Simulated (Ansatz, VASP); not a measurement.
**One calculation of Ti, two programs**

```
Ti
1.0
     0.00000    2.02957    2.02957
     2.02957    0.00000    2.02957
     2.02957    2.02957    0.00000
Ti
1
Cartesian
  0.0000 0.0000 0.0000
```

Alike in both runs: functional PBEsol; k mesh 17 × 17 × 17; occupations fermi-dirac, width 0.1 eV; no spin polarisation.

Ansatz relaxed the structure, and its values are those at the end. VASP's run is a single point on that final structure, the one shown.

|  | VASP | Ansatz |
| --- | --- | --- |
| version | VASP 6.6.1 | Ansatz 0.2.0 |
| potentials or method | VASP PAW PBE potentials, release 64 (Ti_sv) | PAW with Ansatz's default frozen-core files, scalar-relativistic |
| plane-wave cutoff (eV) | 500 | 420 |
| valence electrons in the cell | 12 | 12 |

VASP gave:

| Quantity | Value |
| --- | --- |
| pressure (GPa) | -0.3 |

**Question.** Which values does Ansatz return?

**Answer.** Pressure (GPa): 0.0.

VASP's potentials were made for PBE, not for PBEsol.
